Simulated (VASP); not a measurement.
The system is CsGeF3.

```xyz
5
Lattice="4.4066 0.0000 0.0000 0.0000 4.4965 0.0000 0.0000 0.0000 4.4965" Properties=species:S:1:pos:R:3 pbc="T T T"
Cs    0.0000    0.0000    0.0000
Ge    2.2033    2.2483    2.2483
F     2.2033    2.2483    0.0000
F     2.2033    0.0000    2.2483
F     0.0000    2.2483    2.2483
```

This cell differs from its parent crystal: uniaxial x strain -2.0%.

Base run:

| Quantity | Value |
| --- | --- |
| Program | VASP 6.6.1 |
| Functional | r2SCAN |
| Potentials or basis | VASP PAW PBE potentials, release 64 (Cs_sv, Ge_d, F) |
| Cutoff | 520 eV |
| k mesh | 6 × 6 × 6 |
| Occupations | gaussian, width 0.01 eV |
| Spin | no spin polarisation |

Its results: band gap on the k mesh 1.94 eV; pressure 1.2 GPa.

Task: The run is repeated on the same cell with these changes: functional from r2SCAN to PBE; occupations from gaussian, width 0.01 eV to fermi-dirac, width 0.02 eV. What comes out?

Result: Band gap on the k mesh 1.69 eV; pressure 3.5 GPa.

Caveats: spin-orbit coupling is left out, which moves the levels of the heavy elements; the PAW data sets were made with another functional, which shifts forces and pressure a little (at least some runs); the cell stands under pressure (at least some runs).

A k mesh can miss the band edges.
